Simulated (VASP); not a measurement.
A run of VASP 6.6.1 is set up as follows.

File INCAR:

```
SYSTEM = Gd
PREC = Accurate
ENCUT = 600
EDIFF = 1E-6
ISMEAR = -1
SIGMA = 0.08
LREAL = .FALSE.
LASPH = .TRUE.
NELM = 150
ALGO = Normal
ISIF = 3
LWAVE = .FALSE.
LCHARG = .FALSE.
ISPIN = 2
MAGMOM = 7
LORBIT = 11
LMAXMIX = 6
GGA = PS
IBRION = 2
NSW = 60
EDIFFG = -0.005
PSTRESS = 120.0
```

Contents of KPOINTS:

```
regular mesh
0
G
  14 14 14
  0 0 0
```

The input POSCAR:

```
Gd
1.0
    0.0000000000      2.2936156387      2.2936156387
    2.2936156387      0.0000000000      2.2936156387
    2.2936156387      2.2936156387      0.0000000000
Gd
1
Direct
    0.0000000000      0.0000000000      0.0000000000
```

Potentials or basis: VASP PAW PBE potentials, release 64 (Gd).

Command:

```bash
$ cat potpaw_PBE.64/Gd/POTCAR > POTCAR
$ mpirun -np 1 vasp_std > vasp.out
```

Q: Predict the net moment.

A: 7.24 μB per cell.

Q: Estimate the space group after relaxing (to 0.1 Å).

A: Fm-3m (No. 225).

Final structure:
```
Gd
1.0
     0.00000    2.29683    2.29683
     2.29683    0.00000    2.29683
     2.29683    2.29683    0.00000
Gd
1
Direct
  0.00000 0.00000 0.00000
```

 The state reached can hang on the start; a lower one may exist.
